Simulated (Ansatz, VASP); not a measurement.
# One calculation of MgO, two programs

```
CELL_PARAMETERS angstrom
2.93802 0.00000 0.00000
-1.46901 2.54440 0.00000
0.00000 0.00000 2.67968
ATOMIC_POSITIONS crystal
Mg 0.00000 0.00000 0.00000
O 0.33333 0.66667 0.50000
```

Alike in both runs: task relaxation of cell and atoms; functional PBEsol; k mesh 12 × 12 × 8; no spin polarisation.

|  | VASP | Ansatz |
| --- | --- | --- |
| version | VASP 6.6.1 | Ansatz 0.2.0 |
| potentials or method | VASP PAW PBE potentials, release 64 (Mg, O) | plane waves, PAW |
| plane-wave cutoff (eV) | 600 | 420 |
| occupations | gaussian, width 0.01 eV | fixed |
| valence electrons in the cell | 8 | 16 |

```tsv
	VASP	Ansatz	Ansatz less VASP
relaxed volume (Å³/atom)	9.69	9.74	+0.046
relaxed cell length with the largest relative difference (Å)	2.904	2.909	+0.0047
```

VASP's potentials were made for PBE, not for PBEsol. VASP's potentials hold 8 valence electrons a cell and Ansatz's 16, so a difference there can come from the potentials and not from the codes.
